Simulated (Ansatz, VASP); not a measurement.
AlAs3: VASP beside Ansatz

Contents of INCAR:

```
PREC     = Accurate       # precision mode
ENCUT    = 520            # plane-wave cutoff, eV
EDIFF    = 1E-7           # SCF threshold, eV
ISMEAR   = 0              # smearing method
SIGMA    = 0.1            # smearing width, eV
LREAL    = False          # projectors in reciprocal space
LASPH    = True           # aspherical terms in the spheres
NELM     = 100            # most SCF steps
ALGO     = Normal         # electronic algorithm
ISIF     = 2              # what is computed and relaxed
LWAVE    = False          # write WAVECAR
LCHARG   = True           # write CHGCAR
GGA      = PE             # functional
LELF     = True           # ELF
LVHAR    = True         
NBANDS   = 28             # bands
```

KPOINTS

```
Automatic mesh
0
Gamma
  3 3 4
```

Contents of POSCAR:

```
AlAs3
1.0
    6.0911035892      0.0000000000      0.0000000000
   -3.0455517946      5.2750504453      0.0000000000
    0.0000000000      0.0000000000      4.8890504408
Al As
2 6
Direct
    0.3333333333      0.6666666667      0.2500000000
    0.6666666667      0.3333333333      0.7500000000
    0.8330000000      0.6660000000      0.2500000000
    0.1670000000      0.8330000000      0.7500000000
    0.3340000000      0.1670000000      0.2500000000
    0.1670000000      0.3340000000      0.7500000000
    0.8330000000      0.1670000000      0.2500000000
    0.6660000000      0.8330000000      0.7500000000
```

Input for Ansatz:

```yaml
crystal:
  lattice:
    - [6.0911035892, 0.0, 0.0]
    - [-3.0455517946, 5.2750504453, 0.0]
    - [0.0, 0.0, 4.8890504408]
  atoms:
    - { symbol: Al, position: [0.3333333333, 0.6666666667, 0.25] }
    - { symbol: Al, position: [0.6666666667, 0.3333333333, 0.75] }
    - { symbol: As, position: [0.833, 0.666, 0.25] }
    - { symbol: As, position: [0.167, 0.833, 0.75] }
    - { symbol: As, position: [0.334, 0.167, 0.25] }
    - { symbol: As, position: [0.167, 0.334, 0.75] }
    - { symbol: As, position: [0.833, 0.167, 0.25] }
    - { symbol: As, position: [0.666, 0.833, 0.75] }
basis:
  ecutwfc: 420
kpoints:
  mp_grid: { grid: [3, 3, 4] }
hamiltonian:
  xc: pbe
scf:
  occupations: { method: gaussian, width: 0.1 }
  lower_state_search: "off"
output:
  forces: true
  stress: true
  eigenvalues: true
```

Alike in both runs: task single point; functional PBE; k mesh 3 × 3 × 4; occupations gaussian, width 0.1 eV; no spin polarisation.

|  | VASP | Ansatz |
| --- | --- | --- |
| version | VASP 6.6.1 | Ansatz 0.2.0 |
| potentials or method | VASP PAW PBE potentials, release 64 (Al, As), cutoff 520 eV | scalar-relativistic, plane waves, PAW |
| valence electrons in the cell | 36 | 96 |

```csv
,VASP,Ansatz,Ansatz less VASP
gap on the k mesh at the Fermi level (eV),none,none,-
pressure (GPa),-3.3,-3.3,-0.05
"traceless stress, the component that is largest in VASP (GPa)",-2.42,-2.41,+0.014
rms of the force components (eV/Å),0.086,0.086,+0.0002
```

Atom by atom the forces differ by 0.000 eV/Å (rms over components). A gap of «none» marks a metal or a gap that the smearing closes. VASP's potentials hold 36 valence electrons a cell and Ansatz's 96, so a difference there can come from the potentials and not from the codes.

The k mesh is coarse, so the values compare programs but aren't converged.
